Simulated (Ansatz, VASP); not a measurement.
**Two plane-wave programs on Y**

```
Y
1.0
     5.72875    0.00000    0.00000
    -2.86437    4.96124    0.00000
     0.00000    0.00000    3.57545
Y
3
Direct
  0.00000 0.00000 0.00000
  0.33333 0.66667 0.50000
  0.66667 0.33333 0.50000
```

Alike in both runs: task single point; functional RPBE; k mesh 7 × 7 × 10; occupations fermi-dirac, width 0.1 eV; no spin polarisation.

|  | VASP | Ansatz |
| --- | --- | --- |
| version | VASP 6.6.1 | Ansatz 0.2.0 |
| potentials or method | VASP PAW PBE potentials, release 64 (Y_sv), cutoff 520 eV | plane waves (420 eV) with PAW, scalar-relativistic |
| valence electrons in the cell | 33 | 33 |

VASP gave:

```
pressure (GPa) : -0.1
```

Task: Estimate Ansatz's values.

Result: Pressure (GPa): 0.0.

VASP's potentials were made for PBE, not for RPBE.
